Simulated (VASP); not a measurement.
# MgS (F-43m) in VASP: a series of runs

The runs below take MgS through single point, with PBE.

All numbers are computed with VASP 6.6.1; they aren't measurements. Logs are shortened: lines on timing, memory, paths and dates and some standing lists are left out, and cuts for length are marked.

## Step 1: The cell of the first run

Symmetry: F-43m, No. 216, cubic system. Conventional cell: a = 5.755 Å, b = 5.755 Å, c = 5.755 Å, α = 90.00°, β = 90.00°, γ = 90.00°. Within 3.3 Å of Mg (site symmetry -43m) lie 4 S at 2.49 Å. Within 3.3 Å of S (site symmetry -43m) lie 4 Mg at 2.49 Å.

## Step 2: Single point, PBE (volume changed by +5%)

Input file INCAR:

```
SYSTEM = MgS
PREC     = Accurate       ! precision mode
ENCUT    = 600            ! plane-wave cutoff, eV
EDIFF    = 1E-6           ! SCF threshold, eV
ISMEAR   = 0              ! smearing method
SIGMA    = 0.01           ! smearing width, eV
LREAL    = .False.        ! projectors in reciprocal space
LASPH    = .True.         ! aspherical terms in the spheres
NELM     = 120            ! most SCF steps
ALGO     = Normal         ! electronic algorithm
ISIF     = 2              ! what is computed and relaxed
LWAVE    = .False.        ! write WAVECAR
LCHARG   = .True.         ! write CHGCAR
GGA      = PE             ! functional
LELF     = .True.         ! ELF
LVHAR    = .True.       
NBANDS   = 11             ! bands
GGA_COMPAT= .False.
```

Input file KPOINTS:

```
regular mesh
0
Gamma
  4 4 4
  0 0 0
```

Input file POSCAR:

```
MgS
1.0
    0.0000000000      2.8772908002      2.8772908002
    2.8772908002      0.0000000000      2.8772908002
    2.8772908002      2.8772908002      0.0000000000
Mg S
1 1
Direct
    0.0000000000      0.0000000000      0.0000000000
    0.7500000000      0.7500000000      0.7500000000
```

Potentials or basis: VASP PAW PBE potentials, release 64 (Mg, S).

Launch:

```sh
$ cat potpaw_PBE.64/Mg/POTCAR potpaw_PBE.64/S/POTCAR > POTCAR
$ mpirun -np 1 vasp_std > vasp.out
```

OUTCAR:

```text
SYSTEM = MgS
   PREC = Accurate
   ENCUT = 600
   EDIFF = 1E-6
   ISMEAR = 0
   LREAL = .False.
   LASPH = .True.
   NELM = 120
   ISIF = 2
   GGA = PE

 ion  position               nearest neighbor table
   1  0.000  0.000  0.000-   2 2.49   2 2.49   2 2.49   2 2.49
   2  0.750  0.750  0.750-   1 2.49   1 2.49   1 2.49   1 2.49

  LATTYP: Found a face centered cubic cell.
 ALAT       =     5.7545816004

  Lattice vectors:

 A1 = (   0.0000000000,   2.8772908002,   2.8772908002)
 A2 = (   2.8772908002,   0.0000000000,   2.8772908002)
 A3 = (   2.8772908002,   2.8772908002,   0.0000000000)

Analysis of symmetry for initial positions (statically):
=====================================================================
 Subroutine PRICEL returns:
 Original cell was already a primitive cell.

 Routine SETGRP: Setting up the symmetry group for a
 face centered cubic supercell.

 Subroutine GETGRP returns: Found 24 space group operations
 (whereof 24 operations were pure point group operations)
 out of a pool of 48 trial point group operations.

The static configuration has the point symmetry T_d .

Analysis of symmetry for dynamics (positions and initial velocities):
=====================================================================
 Subroutine PRICEL returns:
 Original cell was already a primitive cell.

 Routine SETGRP: Setting up the symmetry group for a
 face centered cubic supercell.

 Subroutine GETGRP returns: Found 24 space group operations
 (whereof 24 operations were pure point group operations)
 out of a pool of 48 trial point group operations.

The dynamic configuration has the point symmetry T_d .

 Subroutine INISYM returns: Found 24 space group operations
 (whereof 24 operations are pure point group operations),
 and found     1 'primitive' translations

----------------------------------------------------------------------------------------

                                     Primitive cell

  volume of cell :      47.6410

  direct lattice vectors                    reciprocal lattice vectors
     0.000000000  2.877290800  2.877290800    -0.173774580  0.173774580  0.173774580
     2.877290800  0.000000000  2.877290800     0.173774580 -0.173774580  0.173774580
     2.877290800  2.877290800  0.000000000     0.173774580  0.173774580 -0.173774580

  length of vectors
     4.069103673  4.069103673  4.069103673     0.300986401  0.300986401  0.300986401

[... 70 lines left out ...]
   ISYM   =      2    0-nonsym 1-usesym 2-fastsym
   POTIM  = 0.5000    time-step for ionic-motion
   TEBEG  =    0.0;   TEEND  =   0.0 temperature during run
   PSTRESS=    0.0 pullay stress
   NELECT =       8.0000    total number of electrons
   NUPDOWN=      -1.0000    fix difference up-down
   EMIN   =  10.00;   EMAX   =-10.00  energy-range for DOS
   EFERMI =   0.00;   METHOD = LEGACY
   ISMEAR =     0;   SIGMA  =   0.01  broadening in eV -4-tet -1-fermi 0-gaus
   EFERMI_NEDOS =   21; number of points for ismear=-14 and -15
   IALGO  =     38    algorithm
   IMIX   =      4    mixing-type and parameters
     AMIX     =   0.40;   BMIX     =  1.00
     AMIX_MAG =   1.60;   BMIX_MAG =  1.00
  volume/ion in A,a.u.               =      23.82       160.75
  Fermi-wavevector in a.u.,A,eV,Ry     =   0.903187  1.706776 11.098911  0.815747
  Thomas-Fermi vector in A             =   2.026482
   LORBIT       =      0    0 simple, 1 ext, 2 COOP (PROOUT), +10 PAW based schemes
   GGA     = PE    functional components
   LHFCALC =     F    Hartree Fock is set to
   AEXX    =    0.0000 exact exchange contribution
   IVDW    =     0    specifies the selected vdW correction
   LEPSILON=     F    determine dielectric tensor
   LRPA    =     F    only Hartree local field effects (RPA)
 non-spin polarized calculation
 Gauss-broadening in eV      SIGMA  =   0.01
  energy-cutoff  :      600.00
  volume of cell :       47.64
 maximum number of plane-waves:      1639
 NGX is ok and might be reduce to    36
   NGX = 17   NGY = 17   NGZ = 17

 number of electron       8.0000000 magnetization

 Free energy of the ion-electron system (eV)
  ---------------------------------------------------
  ext. energy  EPLUGINS =         0.00000000
  ---------------------------------------------------
  free energy    TOTEN  =        -8.45183449 eV

  energy without entropy =       -8.45183449  energy(sigma->0) =       -8.45183449

 E-fermi :   0.8361     XC(G=0):  -8.1994

 val. band max:        0.7791638808   @ k =   0.0000   0.0000   0.0000
 cond. band min:       3.9944780774   @ k =   0.0000   0.0000   0.0000
 fundamental gap:      3.2153141965
 Fermi energy:         0.8360965814

 k-point     1 :       0.0000    0.0000    0.0000
  band No.  band energies     occupation
      1     -10.3324      2.00000
      2       0.7792      2.00000
      3       0.7792      2.00000
      4       0.7792      2.00000
      5       3.9945      0.00000
      6       8.5944      0.00000
      7       8.5944      0.00000
      8       8.5944      0.00000
      9      11.5001      0.00000
     10      11.5001      0.00000
     11      14.0900      0.00000
[... 85 lines left out ...]
 k-point     8 :      -0.2500    0.5000    0.2500
  band No.  band energies     occupation
      1      -9.5164      2.00000
      2      -1.4284      2.00000
      3      -0.9323      2.00000
      4      -0.4624      2.00000
      5       6.2783      0.00000
      6       8.3756      0.00000
      7       8.9040      0.00000
      8       9.1161      0.00000
      9      12.9713      0.00000
     10      14.2297      0.00000
     11      14.3680      0.00000

------------------------ aborting loop because EDIFF is reached ----------------------------------------

  FORCE on cell =-STRESS in cart. coord.  units (eV):
  Direction    XX          YY          ZZ          XY          YZ          ZX
  --------------------------------------------------------------------------------------
  -------------------------------------------------------------------------------------
  Total       -0.4787695     -0.4787695     -0.4787695      0.0000000      0.0000000      0.0000000
  in kB      -16.1011101    -16.1011101    -16.1011101      0.0000000      0.0000000      0.0000000
  external PRESSURE =     -16.1011101 kB  Pullay stress =       0.0000000 kB

 VOLUME and BASIS-vectors are now :
 -----------------------------------------------------------------------------
  energy-cutoff  :      600.00
  volume of cell :       47.64
      direct lattice vectors                 reciprocal lattice vectors
     0.000000000  2.877290800  2.877290800    -0.173774580  0.173774580  0.173774580
     2.877290800  0.000000000  2.877290800     0.173774580 -0.173774580  0.173774580
     2.877290800  2.877290800  0.000000000     0.173774580  0.173774580 -0.173774580

 POSITION                                       TOTAL-FORCE (eV/Angst)
 -----------------------------------------------------------------------------------
      0.00000      0.00000      0.00000         0.000000      0.000000      0.000000
      4.31594      4.31594      4.31594        -0.000000     -0.000000     -0.000000
 -----------------------------------------------------------------------------------
    total drift:                                0.000000      0.000000      0.000000

  FREE ENERGIE OF THE ION-ELECTRON SYSTEM (eV)
  ---------------------------------------------------
  free  energy   TOTEN  =        -8.4518344858 eV

  energy  without entropy=       -8.4518344858  energy(sigma->0) =       -8.45183449
```

OSZICAR:

```text
N       E                     dE             d eps       ncg     rms          rms(c)
DAV:   1     0.245300225289E+02    0.24530E+02   -0.35653E+03   176   0.646E+02
DAV:   2    -0.696275845803E+01   -0.31493E+02   -0.29525E+02   210   0.100E+02
DAV:   3    -0.896840479933E+01   -0.20056E+01   -0.20030E+01   212   0.280E+01
DAV:   4    -0.898713344957E+01   -0.18729E-01   -0.18725E-01   225   0.323E+00
DAV:   5    -0.898738062039E+01   -0.24717E-03   -0.24717E-03   209   0.370E-01    0.393E+00
DAV:   6    -0.847824254937E+01    0.50914E+00   -0.12929E+00   197   0.418E+00    0.296E+00
DAV:   7    -0.844437851262E+01    0.33864E-01   -0.27205E-01   209   0.211E+00    0.232E+00
DAV:   8    -0.845259006878E+01   -0.82116E-02   -0.25743E-02   194   0.969E-01    0.133E+00
DAV:   9    -0.845159899482E+01    0.99107E-03   -0.25611E-03   212   0.247E-01    0.468E-01
DAV:  10    -0.845182645831E+01   -0.22746E-03   -0.82196E-04   206   0.132E-01    0.103E-01
DAV:  11    -0.845183315457E+01   -0.66963E-05   -0.59954E-05   203   0.319E-02    0.672E-02
DAV:  12    -0.845183448939E+01   -0.13348E-05   -0.10206E-05   200   0.151E-02    0.637E-03
DAV:  13    -0.845183448582E+01    0.35741E-08   -0.43566E-07   193   0.328E-03
   1 F= -.84518345E+01 E0= -.84518345E+01  d E =-.221515E-17
```

Run time: 19 s. Hardware: 1 thread of Intel Xeon 8259CL, shared host; peak memory 0.2 GiB.

What came out:

```yaml
Free_energy: -8.4518 eV
Pressure: -1.6 GPa
Band_gap_on_the_k_mesh: 3.22 eV, direct
```

Caveat: the k points lie up to 0.47 Å⁻¹ apart.

## Step 3: Single point, PBE (volume changed by +10%)

Input file INCAR:

```
ALGO = Normal ; EDIFF = 1E-6
ENCUT = 600 ; GGA = PE
GGA_COMPAT = F ; ISIF = 2
ISMEAR = 0 ; LASPH = T
LCHARG = T ; LELF = T
LREAL = F ; LVHAR = T
LWAVE = F ; NBANDS = 11
NELM = 120 ; PREC = Accurate
SIGMA = 0.01
```

Input file KPOINTS:

```
k-points
0
Gamma
  4 4 4
```

Input file POSCAR:

```
MgS
1.0
    0.0000000000      2.9222557318      2.9222557318
    2.9222557318      0.0000000000      2.9222557318
    2.9222557318      2.9222557318      0.0000000000
Mg S
1 1
Direct
    0.0000000000      0.0000000000      0.0000000000
    0.7500000000      0.7500000000      0.7500000000
```

Potentials or basis: VASP PAW PBE potentials, release 64 (Mg, S).

Launch:

```sh
$ cat potpaw_PBE.64/Mg/POTCAR potpaw_PBE.64/S/POTCAR > POTCAR
$ mpirun -np 1 vasp_std > vasp.out
```

It took 21 s on 1 thread of Intel Xeon 8259CL, shared host; peak memory 0.2 GiB.

It converged, with:

* Free energy: -8.4138 eV
* Pressure: -3.7 GPa
* Band gap on the k mesh: 3.00 eV, direct

Levels at points of the mesh, in eV from the valence-band top:
| k point | band 2 | band 3 | band 4 | band 5 | band 6 | band 7 |
| --- | --- | --- | --- | --- | --- | --- |
| (0.00, 0.00, 0.00) | 0.00 | 0.00 | 0.00 | 3.00 | 7.69 | 7.69 |
| (0.50, 0.00, 0.00) | -2.82 | -0.30 | -0.30 | 4.76 | 7.48 | 7.48 |
| (0.50, 0.50, 0.00) | -2.56 | -0.92 | -0.92 | 3.94 | 5.49 | 10.29 |

Caveat: the k points lie up to 0.47 Å⁻¹ apart.
